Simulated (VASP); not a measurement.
A run of VASP 6.6.1:

File INCAR:

```
SYSTEM = Ti
PREC = Accurate ; ENCUT = 520
EDIFF = 1E-7 ; ISMEAR = 0
SIGMA = 0.15 ; LREAL = .False.
LASPH = .True. ; NELM = 150
ALGO = Fast ; ISIF = 2
LWAVE = .False. ; LCHARG = .False.
ISPIN = 2 ; MAGMOM = 0.5
LORBIT = 11 ; NUPDOWN = 0.5
LMAXMIX = 4 ; GGA = PE
NBANDS = 16
```

The input KPOINTS:

```
Automatic mesh
0
Gamma
  20 20 20
  0 0 0
```

The input POSCAR:

```
Ti
1.0
    0.0000000000      1.9702256091      1.9702256091
    1.9702256091      0.0000000000      1.9702256091
    1.9702256091      1.9702256091      0.0000000000
Ti
1
Direct
    0.0000000000      0.0000000000      0.0000000000
```

Potentials or basis: VASP PAW PBE potentials, release 64 (Ti_sv).

Launch:

```bash
$ cat potpaw_PBE.64/Ti_sv/POTCAR > POTCAR
$ mpirun -np 1 vasp_std > vasp.out
```

Hardware: 1 thread of AMD EPYC 9R45 96-Core Processor (Zen 5), with other jobs on the host.

Problem. Estimate the wall time of this run.

Solution. Wall time 2.4 min on 1 thread of AMD EPYC 9R45 96-Core Processor (Zen 5) (shared host), peak memory 0.19 GiB. Counts: scf iterations 18, k points 256.
